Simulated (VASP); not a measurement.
# As2Pt (Pa-3) in VASP: a series of runs

As2Pt is run at these levels: LDA, PBEsol; tasks: relaxation of cell and atoms, single point.

All numbers are computed with VASP 6.6.1; they aren't measurements. Logs are shortened: lines on timing, memory, paths and dates and some standing lists are left out, and cuts for length are marked.

## Step 1: The cell of the first run

The structure is cubic, space group Pa-3 (No. 205). Conventional cell: a = 6.058 Å, b = 6.058 Å, c = 6.058 Å, α = 90.00°, β = 90.00°, γ = 90.00°. Within 3.2 Å of As (site symmetry 3) lie 1 As at 2.44 Å and 3 Pt at 2.53 Å. Within 3.3 Å of Pt (site symmetry -3) lie 6 As at 2.53 Å.

## Step 2: Relaxation of cell and atoms, LDA

File INCAR:

```
PREC = Accurate
ENCUT = 500
EDIFF = 1E-7
ISMEAR = -1
SIGMA = 0.02
LREAL = False
LASPH = True
NELM = 120
ALGO = Normal
ISIF = 3
LWAVE = False
LCHARG = False
IBRION = 2
NSW = 80
EDIFFG = -0.005
GGA_COMPAT = False
NELMIN = 4
```

File KPOINTS:

```
regular mesh
0
Gamma
  4 4 4
```

File POSCAR:

```
As2Pt
1.0
    6.0575650882      0.0000000000      0.0000000000
    0.0000000000      6.0575650882      0.0000000000
    0.0000000000      0.0000000000      6.0575650882
As Pt
8 4
Direct
    0.3835127503      0.3835127503      0.3835127503
    0.1164872497      0.6164872497      0.8835127503
    0.8835127503      0.1164872497      0.6164872497
    0.6164872497      0.8835127503      0.1164872497
    0.6164872497      0.6164872497      0.6164872497
    0.8835127503      0.3835127503      0.1164872497
    0.1164872497      0.8835127503      0.3835127503
    0.3835127503      0.1164872497      0.8835127503
    0.0000000000      0.0000000000      0.0000000000
    0.5000000000      0.0000000000      0.5000000000
    0.5000000000      0.5000000000      0.0000000000
    0.0000000000      0.5000000000      0.5000000000
```

Potentials or basis: VASP PAW LDA potentials, release 64 (As, Pt).

Launch:

```console
$ cat potpaw_LDA.64/As/POTCAR potpaw_LDA.64/Pt/POTCAR > POTCAR
$ mpirun -np 1 vasp_std > vasp.out
```

OUTCAR:

```text
PREC = Accurate
   ENCUT = 500
   EDIFF = 1E-7
   ISMEAR = -1
   LREAL = False
   LASPH = True
   NELM = 120
   ISIF = 3
   IBRION = 2
   NSW = 80
   EDIFFG = -0.005
   NELMIN = 4

 ion  position               nearest neighbor table
   1  0.384  0.384  0.384-   5 2.44  10 2.53  11 2.53  12 2.53
   2  0.116  0.616  0.884-   6 2.44   9 2.53  11 2.53  12 2.53
   3  0.884  0.116  0.616-   7 2.44   9 2.53  10 2.53  12 2.53
   4  0.616  0.884  0.116-   8 2.44   9 2.53  10 2.53  11 2.53
   5  0.616  0.616  0.616-   1 2.44  10 2.53  11 2.53  12 2.53
   6  0.884  0.384  0.116-   2 2.44   9 2.53  11 2.53  12 2.53
   7  0.116  0.884  0.384-   3 2.44   9 2.53  10 2.53  12 2.53
   8  0.384  0.116  0.884-   4 2.44   9 2.53  10 2.53  11 2.53
   9  0.000  0.000  0.000-   2 2.53   3 2.53   4 2.53   6 2.53   7 2.53   8 2.53
  10  0.500  0.000  0.500-   1 2.53   3 2.53   4 2.53   5 2.53   7 2.53   8 2.53
  11  0.500  0.500  0.000-   1 2.53   2 2.53   4 2.53   5 2.53   6 2.53   8 2.53
  12  0.000  0.500  0.500-   1 2.53   2 2.53   3 2.53   5 2.53   6 2.53   7 2.53

  LATTYP: Found a simple cubic cell.
 ALAT       =     6.0575650882

  Lattice vectors:

 A1 = (   6.0575650882,   0.0000000000,   0.0000000000)
 A2 = (   0.0000000000,   6.0575650882,   0.0000000000)
 A3 = (   0.0000000000,   0.0000000000,   6.0575650882)

Analysis of symmetry for initial positions (statically):
=====================================================================
 Subroutine PRICEL returns:
 Original cell was already a primitive cell.

 Routine SETGRP: Setting up the symmetry group for a
 simple cubic supercell.

 Subroutine GETGRP returns: Found 24 space group operations
 (whereof  6 operations were pure point group operations)
 out of a pool of 48 trial point group operations.

The static configuration has the point symmetry S_6 .
 The point group associated with its full space group is T_h .

Analysis of symmetry for dynamics (positions and initial velocities):
=====================================================================
 Subroutine PRICEL returns:
 Original cell was already a primitive cell.

 Routine SETGRP: Setting up the symmetry group for a
 simple cubic supercell.

 Subroutine GETGRP returns: Found 24 space group operations
 (whereof  6 operations were pure point group operations)
 out of a pool of 48 trial point group operations.

The dynamic configuration has the point symmetry S_6 .
 The point group associated with its full space group is T_h .

 Subroutine INISYM returns: Found 24 space group operations
 (whereof  6 operations are pure point group operations),
 and found     1 'primitive' translations

----------------------------------------------------------------------------------------

                                     Primitive cell

  volume of cell :     222.2769

  direct lattice vectors                    reciprocal lattice vectors
     6.057565088  0.000000000  0.000000000     0.165082832  0.000000000  0.000000000
     0.000000000  6.057565088  0.000000000     0.000000000  0.165082832  0.000000000
     0.000000000  0.000000000  6.057565088     0.000000000  0.000000000  0.165082832

  length of vectors
     6.057565088  6.057565088  6.057565088     0.165082832  0.165082832  0.165082832

  position of ions in fractional coordinates (direct lattice)
     0.383512750  0.383512750  0.383512750
     0.116487250  0.616487250  0.883512750
     0.883512750  0.116487250  0.616487250
     0.616487250  0.883512750  0.116487250
     0.616487250  0.616487250  0.616487250
     0.883512750  0.383512750  0.116487250
     0.116487250  0.883512750  0.383512750
     0.383512750  0.116487250  0.883512750
     0.000000000  0.000000000  0.000000000
     0.500000000  0.000000000  0.500000000
     0.500000000  0.500000000  0.000000000
     0.000000000  0.500000000  0.500000000

  ion indices of the primitive-cell ions
   primitive index   ion index
                 1           1
                 2           2
                 3           3
                 4           4
                 5           5
                 6           6
                 7           7
                 8           8
                 9           9
                10          10
                11          11
                12          12

----------------------------------------------------------------------------------------

 KPOINTS: regular mesh

Automatic generation of k-mesh.
 Grid dimensions read from file:
 generate k-points for:    4    4    4

 Generating k-lattice:

  Cartesian coordinates                     Fractional coordinates (reciprocal lattice)
     0.041270708  0.000000000  0.000000000     0.250000000  0.000000000  0.000000000
     0.000000000  0.041270708  0.000000000     0.000000000  0.250000000  0.000000000
     0.000000000  0.000000000  0.041270708     0.000000000  0.000000000  0.250000000

  Length of vectors
     0.041270708  0.041270708  0.041270708

  Shift w.r.t. Gamma in fractional coordinates (k-lattice)
     0.000000000  0.000000000  0.000000000

 Subroutine IBZKPT returns following result:
 ===========================================

 Found     11 irreducible k-points:

 Following reciprocal coordinates:
            Coordinates               Weight
  0.000000  0.000000  0.000000      1.000000
  0.250000  0.000000  0.000000      6.000000
  0.500000  0.000000  0.000000      3.000000
  0.250000  0.250000  0.000000     12.000000
  0.500000  0.250000  0.000000      6.000000
 -0.250000  0.500000  0.000000      6.000000
  0.500000  0.500000  0.000000      3.000000
  0.250000  0.250000  0.250000      8.000000
  0.500000  0.250000  0.250000     12.000000
  0.500000  0.500000  0.250000      6.000000
  0.500000  0.500000  0.500000      1.000000
   k-points           NKPTS =     11   k-points in BZ     NKDIM =     11   number of bands    NBANDS=     48
   number of dos      NEDOS =    301   number of ions     NIONS =     12
   total plane-waves  NPLWV = 110592
   dimension x,y,z NGX =    48 NGY =   48 NGZ =   48
   dimension x,y,z NGXF=    96 NGYF=   96 NGZF=   96
   ions per type =               8   4
   NGX,Y,Z   is equivalent  to a cutoff of  13.17, 13.17, 13.17 a.u.
   NGXF,Y,Z  is equivalent  to a cutoff of  26.35, 26.35, 26.35 a.u.
 SYSTEM =  unknown system
   PREC   = accura    normal or accurate (medium, high low for compatibility)
   ISTART =      0    job   : 0-new  1-cont  2-samecut
   ICHARG =      2    charge: 1-file 2-atom 10-const
   ISPIN  =      1    spin polarized calculation?
   LNONCOLLINEAR =      F non collinear calculations
   LSORBIT =      F    spin-orbit coupling
   LASPH  =      T    aspherical Exc in radial PAW
   ENCUT  =  500.0 eV  36.75 Ry    6.06 a.u.  11.04 11.04 11.04*2*pi/ulx,y,z
   NELM   =    120;   NELMIN=  4; NELMDL= -5     # of ELM steps
   EDIFF  = 0.1E-06   stopping-criterion for ELM
   LREAL  =      F    real-space projection
   EDIFFG = -.5E-02   stopping-criterion for IOM
   NSW    =     80    number of steps for IOM
   IBRION =      2    ionic relax: 0-MD 1-quasi-New 2-CG
   NFREE  =      1    steps in history (QN), initial steepest desc. (CG)
   ISIF   =      3    stress and relaxation
   ISYM   =      2    0-nonsym 1-usesym 2-fastsym
   POTIM  = 0.5000    time-step for ionic-motion
   TEBEG  =    0.0;   TEEND  =   0.0 temperature during run
   PSTRESS=    0.0 pullay stress
   NELECT =      80.0000    total number of electrons
   NUPDOWN=      -1.0000    fix difference up-down
   EMIN   =  10.00;   EMAX   =-10.00  energy-range for DOS
   EFERMI =   0.00;   METHOD = LEGACY
   ISMEAR =    -1;   SIGMA  =   0.02  broadening in eV -4-tet -1-fermi 0-gaus
   EFERMI_NEDOS =   21; number of points for ismear=-14 and -15
   IALGO  =     38    algorithm
   IMIX   =      4    mixing-type and parameters
     AMIX     =   0.40;   BMIX     =  1.00
     AMIX_MAG =   1.60;   BMIX_MAG =  1.00
  volume/ion in A,a.u.               =      18.52       125.00
  Fermi-wavevector in a.u.,A,eV,Ry     =   1.164502  2.200589 18.450369  1.356064
  Thomas-Fermi vector in A             =   2.301039
   LORBIT       =      0    0 simple, 1 ext, 2 COOP (PROOUT), +10 PAW based schemes
   GGA     = CA    functional components
   LHFCALC =     F    Hartree Fock is set to
   AEXX    =    0.0000 exact exchange contribution
   IVDW    =     0    specifies the selected vdW correction
   LEPSILON=     F    determine dielectric tensor
   LRPA    =     F    only Hartree local field effects (RPA)
 conjugate gradient relaxation of ions
 non-spin polarized calculation
  energy-cutoff  :      500.00
  volume of cell :      222.28
 maximum number of plane-waves:      5660
 NGX is ok and might be reduce to    48
   NGX = 23   NGY = 23   NGZ = 23

--------------------------------------- Ionic step        1  -------------------------------------------

 number of electron      80.0000011 magnetization

 Free energy of the ion-electron system (eV)
  ---------------------------------------------------
  ext. energy  EPLUGINS =         0.00000000
  ---------------------------------------------------
  free energy    TOTEN  =       -79.66621938 eV

  energy without entropy =      -79.66616750  energy(sigma->0) =      -79.66619344

------------------------ aborting loop because EDIFF is reached ----------------------------------------

  FORCE on cell =-STRESS in cart. coord.  units (eV):
  Direction    XX          YY          ZZ          XY          YZ          ZX
  --------------------------------------------------------------------------------------
  -------------------------------------------------------------------------------------
  Total      -10.6440714    -10.6440714    -10.6440714      0.0000000      0.0000000      0.0000000
  in kB      -76.7227383    -76.7227383    -76.7227383      0.0000000      0.0000000      0.0000000
  external PRESSURE =     -76.7227383 kB  Pullay stress =       0.0000000 kB
[... 353 lines left out ...]
  energy  without entropy=      -79.9587633877  energy(sigma->0) =      -79.95876358

--------------------------------------- Ionic step        9  -------------------------------------------

 number of electron      80.0000000 magnetization

 Free energy of the ion-electron system (eV)
  ---------------------------------------------------
  ext. energy  EPLUGINS =         0.00000000
  ---------------------------------------------------
  free energy    TOTEN  =       -79.95901266 eV

  energy without entropy =      -79.95901233  energy(sigma->0) =      -79.95901249

 E-fermi :   7.7325     XC(G=0): -11.5727

 val. band max:        7.4793264988   @ k =   0.2500   0.0000   0.0000
 cond. band min:       7.9771608209   @ k =   0.5000   0.5000   0.5000
 fundamental gap:      0.4978343221
 Fermi energy:         7.7325109380

 k-point     1 :       0.0000    0.0000    0.0000
  band No.  band energies     occupation
      1      -6.7339      2.00000
      2      -4.6738      2.00000
      3      -4.6738      2.00000
      4      -4.6738      2.00000
      5      -2.4399      2.00000
      6      -2.4399      2.00000
[... 589 lines left out ...]
  FREE ENERGIE OF THE ION-ELECTRON SYSTEM (eV)
  ---------------------------------------------------
  free  energy   TOTEN  =       -79.9590126564 eV

  energy  without entropy=      -79.9590123278  energy(sigma->0) =      -79.95901249

 reached required accuracy - stopping structural energy minimisation
```

Wall time 9 min (1 thread of Intel Xeon Platinum 8375C at 2.90GHz (Ice Lake), shared host); peak memory 0.31 GiB.

What came out:

| Quantity | Value |
| --- | --- |
| Free energy | -79.9590 eV |
| Relaxed volume | 17.56 Å³/atom |
| Relaxed cell | a = 5.951 Å, b = 5.951 Å, c = 5.951 Å, α = 90.00°, β = 90.00°, γ = 90.00° |
| Space group after relaxing (to 0.1 Å) | Pa-3 (No. 205) |
| Energy gained by relaxing | 24.4 meV/atom |
| Ionic steps | 9 |
| Pressure after relaxing | 0.0 GPa |
| Band gap on the k mesh | 0.50 eV (least direct gap 1.03 eV) |

Step by step:
```tsv
step	energy change (eV)	largest force (eV/Å)	pressure (GPa)	volume (Å³)
1	0.0000	0.0219	-7.67	222.28
2	0.4214	0.1952	15.62	194.95
3	-0.2911	0.0884	-0.18	210.99
4	-0.2912	0.0898	0.00	210.76
5	-0.2911	0.0912	0.17	210.54
6	-0.2926	0.0104	0.18	210.48
7	-0.2927	0.0022	0.18	210.48
8	-0.2925	0.0022	-0.26	211.03
9	-0.2928	0.0003	0.00	210.72
```

Final structure:
```xyz
12
Lattice="5.9507 0.0000 0.0000 0.0000 5.9507 0.0000 0.0000 0.0000 5.9507" Properties=species:S:1:pos:R:3 pbc="T T T"
As    2.2794    2.2794    2.2794
As    0.6959    3.6713    5.2548
As    5.2548    0.6959    3.6713
As    3.6713    5.2548    0.6959
As    3.6713    3.6713    3.6713
As    5.2548    2.2794    0.6959
As    0.6959    5.2548    2.2794
As    2.2794    0.6959    5.2548
Pt    0.0000    0.0000    0.0000
Pt    2.9753    0.0000    2.9753
Pt    2.9753    2.9753    0.0000
Pt    0.0000    2.9753    2.9753
```

Levels at points of the mesh, in eV from the valence-band top:
| k point | band 38 | band 39 | band 40 | band 41 | band 42 | band 43 |
| --- | --- | --- | --- | --- | --- | --- |
| (0.00, 0.00, 0.00) | -0.79 | -0.79 | -0.79 | 0.89 | 0.89 | 0.89 |
| (0.50, 0.00, 0.00) | -1.05 | -0.64 | -0.64 | 1.70 | 1.70 | 1.87 |
| (0.50, 0.50, 0.00) | -0.39 | -0.39 | -0.39 | 2.20 | 2.20 | 2.20 |
| (0.50, 0.50, 0.50) | -0.55 | -0.55 | -0.55 | 0.50 | 0.50 | 0.50 |

Caveat: spin-orbit coupling is left out, which moves the levels of the heavy elements.

## Step 3: Single point, LDA

This run uses another cell than the first one, of 17.49 Å³/atom.

File INCAR:

```
PREC = Accurate ; ENCUT = 500
EDIFF = 1E-6 ; ISMEAR = -1
SIGMA = 0.02 ; LREAL = F
LASPH = T ; NELM = 120
ALGO = Normal ; ISIF = 2
LWAVE = F ; LCHARG = T
GGA = CA ; LELF = T
LVHAR = T ; NBANDS = 52
GGA_COMPAT = F
```

File KPOINTS:

```
Automatic mesh
0
Gamma
  4 4 4
```

File POSCAR:

```
As2Pt
1.0
    5.9433372667      0.0000000000      0.0000000000
    0.0000000000      5.9433372667      0.0000000000
    0.0000000000      0.0000000000      5.9433372667
As Pt
8 4
Direct
    0.3831862550      0.3831862550      0.3831862550
    0.1168137450      0.6168137450      0.8831862550
    0.8831862550      0.1168137450      0.6168137450
    0.6168137450      0.8831862550      0.1168137450
    0.6168137450      0.6168137450      0.6168137450
    0.8831862550      0.3831862550      0.1168137450
    0.1168137450      0.8831862550      0.3831862550
    0.3831862550      0.1168137450      0.8831862550
    0.0000000000      0.0000000000      0.0000000000
    0.5000000000      0.0000000000      0.5000000000
    0.5000000000      0.5000000000      0.0000000000
    0.0000000000      0.5000000000      0.5000000000
```

Potentials or basis: VASP PAW LDA potentials, release 64 (As, Pt).

Launch:

```console
$ cat potpaw_LDA.64/As/POTCAR potpaw_LDA.64/Pt/POTCAR > POTCAR
$ mpirun -np 1 vasp_std > vasp.out
```

Run time: 83 s. Hardware: 1 thread of Intel Xeon Platinum 8559C (Emerald Rapids), shared host; peak memory 0.3 GiB.

The run converged. Its results:

* Free energy: -79.9539 eV
* Pressure: 0.6 GPa
* Largest force: 0.033 eV/Å
* Band gap on the k mesh: 0.52 eV (least direct gap 1.04 eV)

Forces on the atoms (eV/Å):
```
As  -0.019 -0.019 -0.019
As   0.019  0.019 -0.019
As  -0.019  0.019  0.019
As   0.019 -0.019  0.019
As   0.019  0.019  0.019
As  -0.019 -0.019  0.019
As   0.019 -0.019 -0.019
As  -0.019  0.019 -0.019
Pt   0.000  0.000  0.000
Pt   0.000  0.000  0.000
Pt   0.000  0.000  0.000
Pt   0.000  0.000  0.000
```

Levels at points of the mesh, in eV from the valence-band top:
```
           k point  band 37  band 38  band 39  band 40  band 41  band 42  band 43  band 44
(0.00, 0.00, 0.00)    -2.30    -0.80    -0.80    -0.80     0.90     0.90     0.90     1.76
(0.50, 0.00, 0.00)    -1.05    -1.05    -0.64    -0.64     1.71     1.71     1.88     1.88
(0.50, 0.50, 0.00)    -0.38    -0.38    -0.38    -0.38     2.21     2.21     2.21     2.21
(0.50, 0.50, 0.50)    -0.55    -0.55    -0.55    -0.55     0.52     0.52     0.52     0.52
```

Caveat: spin-orbit coupling is left out, which moves the levels of the heavy elements.

## Step 4: Single point, PBEsol

This run uses another cell than the first one, of 17.83 Å³/atom.

File INCAR:

```
PREC = Accurate
ENCUT = 500
EDIFF = 1E-6
ISMEAR = -1
SIGMA = 0.02
LREAL = F
LASPH = T
NELM = 120
ALGO = Normal
ISIF = 2
LWAVE = F
LCHARG = F
GGA = PS
NBANDS = 52
GGA_COMPAT = F
```

File KPOINTS:

```
regular mesh
0
Gamma
  4 4 4
```

File POSCAR:

```
As2Pt
1.0
    5.9805332361      0.0000000000      0.0000000000
    0.0000000000      5.9805332361      0.0000000000
    0.0000000000      0.0000000000      5.9805332361
As Pt
8 4
Direct
    0.3831439703      0.3831439703      0.3831439703
    0.1168560297      0.6168560297      0.8831439703
    0.8831439703      0.1168560297      0.6168560297
    0.6168560297      0.8831439703      0.1168560297
    0.6168560297      0.6168560297      0.6168560297
    0.8831439703      0.3831439703      0.1168560297
    0.1168560297      0.8831439703      0.3831439703
    0.3831439703      0.1168560297      0.8831439703
    0.0000000000      0.0000000000      0.0000000000
    0.5000000000      0.0000000000      0.5000000000
    0.5000000000      0.5000000000      0.0000000000
    0.0000000000      0.5000000000      0.5000000000
```

Potentials or basis: VASP PAW PBE potentials, release 64 (As, Pt).

Launch:

```console
$ cat potpaw_PBE.64/As/POTCAR potpaw_PBE.64/Pt/POTCAR > POTCAR
$ mpirun -np 1 vasp_std > vasp.out
```

Run time: 89 s. Hardware: 1 thread of Intel Xeon Platinum 8559C (Emerald Rapids), shared host; peak memory 0.35 GiB.

The run converged. Its results:

| Item | Value |
| --- | --- |
| Free energy | -75.3728 eV |
| Pressure | 0.2 GPa |
| Largest force | 0.043 eV/Å |
| Band gap on the k mesh | 0.47 eV (least direct gap 1.00 eV) |

Forces in eV/Å, atoms in the order of the input:
```
As  -0.025 -0.025 -0.025
As   0.025  0.025 -0.025
As  -0.025  0.025  0.025
As   0.025 -0.025  0.025
As   0.025  0.025  0.025
As  -0.025 -0.025  0.025
As   0.025 -0.025 -0.025
As  -0.025  0.025 -0.025
Pt   0.000  0.000  0.000
Pt   0.000  0.000  0.000
Pt   0.000  0.000  0.000
Pt   0.000  0.000  0.000
```

Levels at points of the mesh, in eV from the valence-band top:
| k point | band 38 | band 39 | band 40 | band 41 | band 42 | band 43 |
| --- | --- | --- | --- | --- | --- | --- |
| (0.00, 0.00, 0.00) | -0.78 | -0.78 | -0.78 | 0.86 | 0.86 | 0.86 |
| (0.50, 0.00, 0.00) | -1.04 | -0.64 | -0.64 | 1.68 | 1.68 | 1.85 |
| (0.50, 0.50, 0.00) | -0.38 | -0.38 | -0.38 | 2.16 | 2.16 | 2.16 |
| (0.50, 0.50, 0.50) | -0.54 | -0.54 | -0.54 | 0.47 | 0.47 | 0.47 |

Caveat: the PAW data sets were made with another functional, which shifts forces and pressure a little; spin-orbit coupling is left out, which moves the levels of the heavy elements.

## Step 5: Summary

| task | level | potentials or basis | cell | gap on the mesh (eV) | pressure (GPa) | largest force (eV/Å) |
| --- | --- | --- | --- | --- | --- | --- |
| relaxation of cell and atoms | LDA | VASP PAW LDA potentials, release 64 (As, Pt) | relaxed from a = 6.058 Å, 12 atoms | 0.50 | 0.0 | - |
| single point | LDA | VASP PAW LDA potentials, release 64 (As, Pt) | a = 5.943 Å, 12 atoms | 0.52 | 0.6 | 0.03 |
| single point | PBEsol | VASP PAW PBE potentials, release 64 (As, Pt) | a = 5.981 Å, 12 atoms | 0.47 | 0.2 | 0.04 |

Alike in all rows: no spin polarisation; k mesh 4 × 4 × 4; cutoff (eV) 500; smearing fermi-dirac 0.02 eV.

Caveats: spin-orbit coupling is left out, which moves the levels of the heavy elements; the PAW data sets were made with another functional, which shifts forces and pressure a little (at least some runs).

Total energies depend on the potentials used, so only differences within one code and one set of settings carry meaning.
